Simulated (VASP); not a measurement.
Set up this calculation in VASP 6.6.1, as the native input.

```yaml
Task: single point
Functional: RPBE
Potentials_or_basis: VASP PAW PBE potentials, release 64 (Se)
Cutoff: 520 eV
k_mesh: 12 × 12 × 12
Occupations: fermi-dirac, width 0.1 eV
Spin: no spin polarisation
Dipole_correction: no
Further_INCAR_settings: ALGO = Normal; EDIFF = 1e-06; NBANDS = 9
```

The structure of Se lies in POSCAR:

```
Se
1.0
    0.0000000000      2.1904663545      2.1904663545
    2.1904663545      0.0000000000      2.1904663545
    2.1904663545      2.1904663545      0.0000000000
Se
1
Direct
    0.0000000000      0.0000000000      0.0000000000
```

This isn't the form of Se at room conditions, which is trigonal, of chains.

These files were run (other wordings do the same):

INCAR

```
ALGO = Normal ; EDIFF = 1E-6
ENCUT = 520 ; GGA = RP
ISIF = 2 ; ISMEAR = -1
LASPH = True ; LCHARG = False
LREAL = False ; LWAVE = False
NBANDS = 9 ; NELM = 100
PREC = Accurate ; SIGMA = 0.1
```

KPOINTS

```
k-points
0
Gamma
  12 12 12
```

Potentials or basis: VASP PAW PBE potentials, release 64 (Se).

Command:

```console
$ cat potpaw_PBE.64/Se/POTCAR > POTCAR
$ mpirun -np 1 vasp_std > vasp.out
```

Results of the run:

* Pressure: -0.1 GPa
* Band gap on the k mesh: zero (bands 3 and 4 overlap by 4.96 eV)

Caveat: the PAW data sets were made with another functional, which shifts forces and pressure a little.

It took 8.9 s on 1 thread of Intel Xeon 8259CL (shared host), peak memory 0.14 GiB.
